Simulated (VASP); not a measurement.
A run of VASP 6.6.1 is set up as follows.

The input INCAR:

```
PREC = Accurate
ENCUT = 520
EDIFF = 1E-6
ISMEAR = 0
SIGMA = 0.1
LREAL = False
LASPH = True
NELM = 150
ALGO = Normal
ISIF = 2
LWAVE = False
LCHARG = False
ISPIN = 2
MAGMOM = 0 0.29 0.29 0.29 0.29
LORBIT = 11
LMAXMIX = 4
GGA = PE
IVDW = 12
NBANDS = 31
```

KPOINTS

```
Automatic mesh
0
Gamma
  6 6 6
```

The input POSCAR:

```
WS4
1.0
    4.9911101715      0.0000000000      0.0000000000
    0.0000000000      4.9911101715      0.0000000000
    0.0000000000      0.0000000000      4.8829892849
W S
1 4
Direct
    0.0000000000      0.0000000000      0.0000000000
    0.2559425074      0.2559425074      0.2531406144
    0.7440574926      0.2559425074      0.7468593856
    0.2559425074      0.7440574926      0.7468593856
    0.7440574926      0.7440574926      0.2531406144
```

Potentials or basis: VASP PAW PBE potentials, release 64 (W_sv, S).

Command:

```console
$ cat potpaw_PBE.64/W_sv/POTCAR potpaw_PBE.64/S/POTCAR > POTCAR
$ mpirun -np 1 vasp_std > vasp.out
```

Q: Predict the net moment.

A: 0.00 μB per cell.

Q: Estimate the dispersion energy per atom.

A: -0.319 eV.

Q: What does it give for the band gap on the k mesh?

A: Zero (filled and empty bands overlap).

Q: Predict the largest force.

A: 0.010 eV/Å.

Forces in eV/Å, atoms in the order of the input:
```
W    0.000  0.000  0.000
S    0.005  0.005  0.007
S   -0.005  0.005 -0.007
S    0.005 -0.005 -0.007
S   -0.005 -0.005  0.007
```

Caveat: spin-orbit coupling is left out, which moves the levels of the heavy elements.
